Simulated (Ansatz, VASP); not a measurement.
**Ga3SbN2: VASP beside Ansatz**

```
Ga Sb N
1.0
     5.80026    0.00000    0.00000
    -2.90013    5.02317    0.00000
     0.00000    0.00000    7.57849
Ga Sb N
3 1 2
Cartesian
  2.9001 0.0000 2.0285
  -1.4501 2.5116 2.0285
  1.4501 2.5116 2.0285
  0.0000 0.0000 4.5448
  0.0000 3.3488 0.0691
  2.9001 1.6744 0.0691
```

Alike in both runs: task relaxation of cell and atoms; functional PBE; k mesh 3 × 3 × 2; occupations gaussian, width 0.1 eV; no spin polarisation.

```csv
,VASP,Ansatz
version,VASP 6.6.1,Ansatz 0.2.0
potentials or method,"VASP PAW PBE potentials, release 64 (Ga_d, Sb, N), cutoff 600 eV","scalar-relativistic, plane waves, PAW"
valence electrons in the cell,54,64
```

```csv
,VASP,Ansatz,Ansatz less VASP
relaxed volume (Å³/atom),16.06,36.64,+20.579
relaxed length of the cell vector where the two differ most in proportion (Å),3.142,6.916,+3.7735
```

One of these differences is far larger than is usual between the two programs; its cause wasn't traced. VASP's potentials hold 54 valence electrons a cell and Ansatz's 64, so a difference there can come from the potentials and not from the codes.

The k mesh is coarse, so the values compare programs but aren't converged. Neither program's run includes spin-orbit coupling. Noted on VASP's run: the volume moved by over 15 % at a fixed basis, so the end points are rough.
